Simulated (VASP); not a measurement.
# NaF (Fm-3m) in VASP: a series of runs

NaF is run at these levels: HSE06; tasks: single point.

Program: VASP 6.6.1. These are calculated values, not measurements. Logs are shortened: lines on timing, memory, paths and dates and some standing lists are left out, and cuts for length are marked.

## Step 1: The cell of the first run

The structure is cubic, space group Fm-3m (No. 225). Conventional cell: a = 4.330 Å, b = 4.330 Å, c = 4.330 Å, α = 90.00°, β = 90.00°, γ = 90.00°. Na (site symmetry m-3m) has 6 F at 2.17 Å within 2.9 Å. Within 2.9 Å of F (site symmetry m-3m) lie 6 Na at 2.17 Å.

## Step 2: Single point, HSE06 (strain -5.8%)

The input, POSCAR:

```
NaF
1.0
    0.0000000000      2.1651503900      2.1651503900
    2.1651503900      0.0000000000      2.1651503900
    2.1651503900      2.1651503900      0.0000000000
Na F
1 1
Direct
    0.0000000000      0.0000000000      0.0000000000
    0.5000000000      0.5000000000      0.5000000000
```

The input, INCAR.step1:

```
SYSTEM = NaF
PREC = Accurate ; ENCUT = 520
EDIFF = 1E-5 ; ISMEAR = 0
SIGMA = 0.01 ; LREAL = .FALSE.
LASPH = .TRUE. ; NELM = 100
ALGO = Normal ; ISIF = 2
LWAVE = .TRUE. ; LCHARG = .FALSE.
NBANDS = 14 ; GGA = PE
```

The input, INCAR.step2:

```
SYSTEM = NaF
PREC = Accurate ; ENCUT = 520
EDIFF = 1E-7 ; ISMEAR = 0
SIGMA = 0.01 ; LREAL = .FALSE.
LASPH = .TRUE. ; NELM = 100
ALGO = Normal ; ISIF = 2
LWAVE = .FALSE. ; LCHARG = .FALSE.
GGA = PE ; LHFCALC = .TRUE.
HFSCREEN = 0.2079 ; PRECFOCK = Normal
NBANDS = 14 ; ISTART = 1
```

The input, KPOINTS:

```
Automatic mesh
0
G
  6 6 6
  0 0 0
```

Potentials or basis: VASP PAW PBE potentials, release 64 (Na_pv, F).

The run is started by

```
cat potpaw_PBE.64/Na_pv/POTCAR potpaw_PBE.64/F/POTCAR > POTCAR
cp INCAR.step1 INCAR
mpirun -np 1 vasp_std > vasp.out
cp INCAR.step2 INCAR
mpirun -np 1 vasp_std > vasp.out
```

OUTCAR:

```text
SYSTEM = NaF
   PREC = Accurate
   ENCUT = 520
   EDIFF = 1E-7
   ISMEAR = 0
   LREAL = .FALSE.
   LASPH = .TRUE.
   NELM = 100
   ISIF = 2
   GGA = PE
   LHFCALC = .TRUE.
   HFSCREEN = 0.2079
   PRECFOCK = Normal
   ISTART = 1

 ion  position               nearest neighbor table
   1  0.000  0.000  0.000-   2 2.17   2 2.17   2 2.17   2 2.17   2 2.17   2 2.17
   2  0.500  0.500  0.500-   1 2.17   1 2.17   1 2.17   1 2.17   1 2.17   1 2.17

  LATTYP: Found a face centered cubic cell.
 ALAT       =     4.3303007800

  Lattice vectors:

 A1 = (   0.0000000000,   2.1651503900,   2.1651503900)
 A2 = (   2.1651503900,   0.0000000000,   2.1651503900)
 A3 = (   2.1651503900,   2.1651503900,   0.0000000000)

Analysis of symmetry for initial positions (statically):
=====================================================================
 Subroutine PRICEL returns:
 Original cell was already a primitive cell.

 Routine SETGRP: Setting up the symmetry group for a
 face centered cubic supercell.

 Subroutine GETGRP returns: Found 48 space group operations
 (whereof 48 operations were pure point group operations)
 out of a pool of 48 trial point group operations.

The static configuration has the point symmetry O_h .

Analysis of symmetry for dynamics (positions and initial velocities):
=====================================================================
 Subroutine PRICEL returns:
 Original cell was already a primitive cell.

 Routine SETGRP: Setting up the symmetry group for a
 face centered cubic supercell.

 Subroutine GETGRP returns: Found 48 space group operations
 (whereof 48 operations were pure point group operations)
 out of a pool of 48 trial point group operations.

The dynamic configuration has the point symmetry O_h .

 Subroutine INISYM returns: Found 48 space group operations
 (whereof 48 operations are pure point group operations),
 and found     1 'primitive' translations

----------------------------------------------------------------------------------------

                                     Primitive cell

  volume of cell :      20.2999

  direct lattice vectors                    reciprocal lattice vectors
     0.000000000  2.165150390  2.165150390    -0.230930841  0.230930841  0.230930841
     2.165150390  0.000000000  2.165150390     0.230930841 -0.230930841  0.230930841
     2.165150390  2.165150390  0.000000000     0.230930841  0.230930841 -0.230930841

  length of vectors
     3.061985046  3.061985046  3.061985046     0.399983949  0.399983949  0.399983949

  position of ions in fractional coordinates (direct lattice)
     0.000000000  0.000000000  0.000000000
     0.500000000  0.500000000  0.500000000

  ion indices of the primitive-cell ions
   primitive index   ion index
                 1           1
                 2           2

----------------------------------------------------------------------------------------

 KPOINTS: Automatic mesh

Automatic generation of k-mesh.
 Grid dimensions read from file:
 generate k-points for:    6    6    6

 Generating k-lattice:

  Cartesian coordinates                     Fractional coordinates (reciprocal lattice)
    -0.038488473  0.038488473  0.038488473     0.166666667  0.000000000  0.000000000
     0.038488473 -0.038488473  0.038488473     0.000000000  0.166666667  0.000000000
     0.038488473  0.038488473 -0.038488473     0.000000000  0.000000000  0.166666667

  Length of vectors
     0.066663992  0.066663992  0.066663992

  Shift w.r.t. Gamma in fractional coordinates (k-lattice)
     0.000000000  0.000000000  0.000000000

 Subroutine IBZKPT returns following result:
 ===========================================

 Found     16 irreducible k-points:

 Following reciprocal coordinates:
            Coordinates               Weight
  0.000000  0.000000  0.000000      1.000000
  0.166667  0.000000  0.000000      8.000000
  0.333333  0.000000  0.000000      8.000000
  0.500000  0.000000  0.000000      4.000000
  0.166667  0.166667  0.000000      6.000000
  0.333333  0.166667  0.000000     24.000000
[... 8 lines left out ...]
 -0.333333  0.333333  0.166667     24.000000
 -0.333333  0.500000  0.166667     12.000000
   k-points           NKPTS =     16   k-points in BZ     NKDIM =    216   number of bands    NBANDS=     14
   number of dos      NEDOS =    301   number of ions     NIONS =      2
   total plane-waves  NPLWV =  13824
   dimension x,y,z NGX =    24 NGY =   24 NGZ =   24
   dimension x,y,z NGXF=    48 NGYF=   48 NGZF=   48
   ions per type =               1   1
   NGX,Y,Z   is equivalent  to a cutoff of  13.03, 13.03, 13.03 a.u.
   NGXF,Y,Z  is equivalent  to a cutoff of  26.06, 26.06, 26.06 a.u.
 SYSTEM =  NaF
   PREC   = accura    normal or accurate (medium, high low for compatibility)
   ISTART =      1    job   : 0-new  1-cont  2-samecut
   ICHARG =      0    charge: 1-file 2-atom 10-const
   ISPIN  =      1    spin polarized calculation?
   LNONCOLLINEAR =      F non collinear calculations
   LSORBIT =      F    spin-orbit coupling
   LASPH  =      T    aspherical Exc in radial PAW
   ENCUT  =  520.0 eV  38.22 Ry    6.18 a.u.   5.69  5.69  5.69*2*pi/ulx,y,z
   NELM   =    100;   NELMIN=  2; NELMDL=  0     # of ELM steps
   EDIFF  = 0.1E-06   stopping-criterion for ELM
   LREAL  =      F    real-space projection
   EDIFFG = 0.1E-05   stopping-criterion for IOM
   NSW    =      0    number of steps for IOM
   IBRION =     -1    ionic relax: 0-MD 1-quasi-New 2-CG
   NFREE  =      0    steps in history (QN), initial steepest desc. (CG)
   ISIF   =      2    stress and relaxation
   ISYM   =      3    0-nonsym 1-usesym 2-fastsym
   POTIM  = 0.5000    time-step for ionic-motion
   TEBEG  =    0.0;   TEEND  =   0.0 temperature during run
   PSTRESS=    0.0 pullay stress
   NELECT =      14.0000    total number of electrons
   NUPDOWN=      -1.0000    fix difference up-down
   EMIN   =  10.00;   EMAX   =-10.00  energy-range for DOS
   EFERMI =   0.00;   METHOD = LEGACY
   ISMEAR =     0;   SIGMA  =   0.01  broadening in eV -4-tet -1-fermi 0-gaus
   EFERMI_NEDOS =   21; number of points for ismear=-14 and -15
   IALGO  =     38    algorithm
   IMIX   =      1    mixing-type and parameters
     AMIX     =   0.40;   BMIX     =  1.00
     AMIX_MAG =   1.60;   BMIX_MAG =  1.00
  volume/ion in A,a.u.               =      10.15        68.50
  Fermi-wavevector in a.u.,A,eV,Ry     =   1.446392  2.733285 28.464079  2.092051
  Thomas-Fermi vector in A             =   2.564466
   LORBIT       =      0    0 simple, 1 ext, 2 COOP (PROOUT), +10 PAW based schemes
   GGA     = PE    functional components
   LHFCALC =     T    Hartree Fock is set to
   PRECFOCK=normal    Normal, Fast or Accurate (Low or Medium for compatibility)
   ENCUT4O =  -1.0   cutoff for four orbital integrals eV
   NKREDX  =     1    reduce k-point grid by
   NKREDY  =     1    reduce k-point grid by
   NKREDZ  =     1    reduce k-point grid by
   AEXX    =    0.2500 exact exchange contribution
   HFSCREEN=    0.2079 screening length (either q_TF or 0.3 A-1)
   HFSCREENC=   0.2079 screening length for correlation (either q_TF or 0.3 A-1)
   ENCUTFOCK=  -1.0 apply spherical cutoff to Coloumb kernel
   IVDW    =     0    specifies the selected vdW correction
   LEPSILON=     F    determine dielectric tensor
   LRPA    =     F    only Hartree local field effects (RPA)
 non-spin polarized calculation
 Gauss-broadening in eV      SIGMA  =   0.01
  energy-cutoff  :      520.00
  volume of cell :       20.30
 maximum number of plane-waves:       568
  NGX = 18; NGY = 18; NGZ = 18

 number of electron      13.9999982 magnetization

 Free energy of the ion-electron system (eV)
  ---------------------------------------------------
  ext. energy  EPLUGINS =         0.00000000
  ---------------------------------------------------
  free energy    TOTEN  =       -10.10188718 eV

  energy without entropy =      -10.10188718  energy(sigma->0) =      -10.10188718

 E-fermi :  -2.7197     XC(G=0):  -8.3040

 val. band max:       -2.7849830885   @ k =   0.0000   0.0000   0.0000
 cond. band min:       7.0289519797   @ k =   0.0000   0.0000   0.0000
 fundamental gap:      9.8139350682
 Fermi energy:        -2.7197064642

 k-point     1 :       0.0000    0.0000    0.0000
  band No.  band energies     occupation
      1     -23.9313      2.00000
      2     -22.5528      2.00000
      3     -22.5528      2.00000
      4     -22.5528      2.00000
      5      -2.7850      2.00000
      6      -2.7850      2.00000
      7      -2.7850      2.00000
      8       7.0290      0.00000
      9      20.1784      0.00000
     10      20.1784      0.00000
     11      20.1784      0.00000
     12      23.2459      0.00000
     13      26.1439      0.00000
     14      26.1439      0.00000

 k-point     2 :       0.1667    0.0000    0.0000
  band No.  band energies     occupation
      1     -24.1145      2.00000
      2     -22.5571      2.00000
      3     -22.5571      2.00000
      4     -22.3073      2.00000
      5      -3.4125      2.00000
      6      -2.8877      2.00000
      7      -2.8877      2.00000
      8       8.0975      0.00000
      9      17.4752      0.00000
     10      20.7657      0.00000
     11      20.7657      0.00000
     12      25.4905      0.00000
     13      25.4905      0.00000
     14      26.6758      0.00000

 k-point     3 :       0.3333    0.0000    0.0000
  band No.  band energies     occupation
      1     -24.3771      2.00000
      2     -22.5655      2.00000
      3     -22.5655      2.00000
      4     -21.9151      2.00000
      5      -4.4678      2.00000
      6      -3.0883      2.00000
      7      -3.0883      2.00000
      8      10.2852      0.00000
      9      15.1115      0.00000
     10      21.8634      0.00000
     11      21.8635      0.00000
     12      25.1207      0.00000
     13      25.1207      0.00000
     14      27.2360      0.00000

 k-point     4 :       0.5000    0.0000    0.0000
  band No.  band energies     occupation
      1     -24.4818      2.00000
      2     -22.5697      2.00000
      3     -22.5697      2.00000
      4     -21.7438      2.00000
      5      -4.9319      2.00000
      6      -3.1863      2.00000
      7      -3.1863      2.00000
      8      11.6622      0.00000
      9      14.0454      0.00000
     10      22.2143      0.00000
     11      22.2143      0.00000
     12      25.5095      0.00000
     13      25.5095      0.00000
     14      26.7487      0.00000

 k-point     5 :       0.1667    0.1667    0.0000
  band No.  band energies     occupation
      1     -24.0958      2.00000
      2     -22.5775      2.00000
      3     -22.5775      2.00000
      4     -22.2869      2.00000
      5      -3.5041      2.00000
      6      -2.9356      2.00000
      7      -2.9356      2.00000
      8       8.4314      0.00000
      9      16.9825      0.00000
     10      20.8427      0.00000
     11      20.8427      0.00000
[... 140 lines left out ...]
 k-point    14 :       0.5000    0.3333    0.1667
  band No.  band energies     occupation
      1     -24.1332      2.00000
      2     -22.6653      2.00000
      3     -22.6137      2.00000
      4     -22.0857      2.00000
      5      -4.3555      2.00000
      6      -3.4919      2.00000
      7      -3.2746      2.00000
      8      12.0858      0.00000
      9      14.4993      0.00000
     10      19.1598      0.00000
     11      21.2383      0.00000
     12      23.5559      0.00000
     13      26.9128      0.00000
     14      30.9875      0.00000

 k-point    15 :      -0.3333    0.3333    0.1667
  band No.  band energies     occupation
      1     -24.0845      2.00000
      2     -22.6961      2.00000
      3     -22.6530      2.00000
      4     -22.0707      2.00000
      5      -4.3076      2.00000
      6      -3.7691      2.00000
      7      -3.3789      2.00000
      8      13.4551      0.00000
      9      14.1781      0.00000
     10      18.2547      0.00000
     11      20.4250      0.00000
     12      25.0449      0.00000
     13      25.9448      0.00000
     14      31.5026      0.00000

 k-point    16 :      -0.3333    0.5000    0.1667
  band No.  band energies     occupation
      1     -23.8229      2.00000
      2     -22.7801      2.00000
      3     -22.6953      2.00000
      4     -22.2727      2.00000
      5      -4.2145      2.00000
      6      -3.6523      2.00000
      7      -3.5282      2.00000
      8      13.9216      0.00000
      9      14.5133      0.00000
     10      16.6858      0.00000
     11      20.2917      0.00000
     12      24.1132      0.00000
     13      28.8353      0.00000
     14      29.6008      0.00000

------------------------ aborting loop because EDIFF is reached ----------------------------------------

  FORCE on cell =-STRESS in cart. coord.  units (eV):
  Direction    XX          YY          ZZ          XY          YZ          ZX
  --------------------------------------------------------------------------------------
  -------------------------------------------------------------------------------------
  Total        2.1488854      2.1488854      2.1488854      0.0000000      0.0000000      0.0000000
  in kB      169.6014772    169.6014772    169.6014772      0.0000000      0.0000000      0.0000000
  external PRESSURE =     169.6014772 kB  Pullay stress =       0.0000000 kB

 VOLUME and BASIS-vectors are now :
 -----------------------------------------------------------------------------
  energy-cutoff  :      520.00
  volume of cell :       20.30
      direct lattice vectors                 reciprocal lattice vectors
     0.000000000  2.165150390  2.165150390    -0.230930841  0.230930841  0.230930841
     2.165150390  0.000000000  2.165150390     0.230930841 -0.230930841  0.230930841
     2.165150390  2.165150390  0.000000000     0.230930841  0.230930841 -0.230930841

 POSITION                                       TOTAL-FORCE (eV/Angst)
 -----------------------------------------------------------------------------------
      0.00000      0.00000      0.00000        -0.000000      0.000000     -0.000000
      2.16515      2.16515      2.16515         0.000000     -0.000000      0.000000
 -----------------------------------------------------------------------------------
    total drift:                                0.000003      0.000004      0.000004

  FREE ENERGIE OF THE ION-ELECTRON SYSTEM (eV)
  ---------------------------------------------------
  free  energy   TOTEN  =       -10.1018871796 eV

  energy  without entropy=      -10.1018871796  energy(sigma->0) =      -10.10188718
```

It took 13 min on 1 thread of Intel Xeon Platinum 8259CL at 2.50GHz (Skylake/Cascade Lake), shared host; peak memory 0.23 GiB.

What came out:

```yaml
Free_energy: -10.1019 eV
Pressure: 17.0 GPa
Band_gap_on_the_k_mesh: 9.81 eV
```

Caveat: the cell differs from its parent crystal (strain -5.8%); the cell stands under pressure; the PAW data sets were made with another functional, which shifts forces and pressure a little.

## Step 3: Single point, HSE06

This run uses another cell than the first one, of 12.12 Å³/atom.

The input, POSCAR:

```
NaF
1.0
    0.0000000000      2.2972417931      2.2972417931
    2.2972417931      0.0000000000      2.2972417931
    2.2972417931      2.2972417931      0.0000000000
Na F
1 1
Direct
    0.0000000000      0.0000000000      0.0000000000
    0.5000000000      0.5000000000      0.5000000000
```

The input, INCAR.step1:

```
SYSTEM = NaF
  PREC = Accurate
  ENCUT = 520
  EDIFF = 1E-5
  ISMEAR = 0
  SIGMA = 0.01
  LREAL = .False.
  LASPH = .True.
  NELM = 80
  ALGO = Normal
  ISIF = 2
  LWAVE = .True.
  GGA = PE
  NBANDS = 14
```

The input, INCAR.step2:

```
SYSTEM = NaF
  PREC = Accurate
  ENCUT = 520
  EDIFF = 1E-6
  ISMEAR = 0
  SIGMA = 0.01
  LREAL = .False.
  LASPH = .True.
  NELM = 80
  ALGO = Normal
  ISIF = 2
  LWAVE = .False.
  LCHARG = .True.
  GGA = PE
  LHFCALC = .True.
  HFSCREEN = 0.2079
  PRECFOCK = Normal
  LELF = .True.
  LVHAR = .True.
  ISTART = 1
  NBANDS = 14
```

The input, KPOINTS:

```
Automatic mesh
0
Gamma
  6 6 6
  0 0 0
```

Potentials or basis: VASP PAW PBE potentials, release 64 (Na_pv, F).

The run is started by

```
cat potpaw_PBE.64/Na_pv/POTCAR potpaw_PBE.64/F/POTCAR > POTCAR
cp INCAR.step1 INCAR
mpirun -np 1 vasp_std > vasp.out
cp INCAR.step2 INCAR
mpirun -np 1 vasp_std > vasp.out
```

It took 15 min on 1 thread of Intel Xeon Platinum 8259CL at 2.50GHz (Skylake/Cascade Lake), shared host; peak memory 0.24 GiB.

The run converged. Its results:

| Item | Value |
| --- | --- |
| Free energy | -10.3084 eV |
| Pressure | 1.6 GPa |
| Band gap on the k mesh | 8.60 eV |

Levels at points of the mesh, in eV from the valence-band top:
```csv
k point,band 4,band 5,band 6,band 7,band 8,band 9,band 10,band 11
"(0.00, 0.00, 0.00)",-20.29,0.00,0.00,0.00,8.60,21.56,21.56,21.56
"(0.50, 0.00, 0.00)",-19.56,-1.68,-0.28,-0.28,13.17,15.07,22.85,22.85
"(0.50, 0.50, 0.00)",-20.34,-1.36,-0.44,-0.44,15.59,15.74,16.25,22.73
```

Caveat: the PAW data sets were made with another functional, which shifts forces and pressure a little.
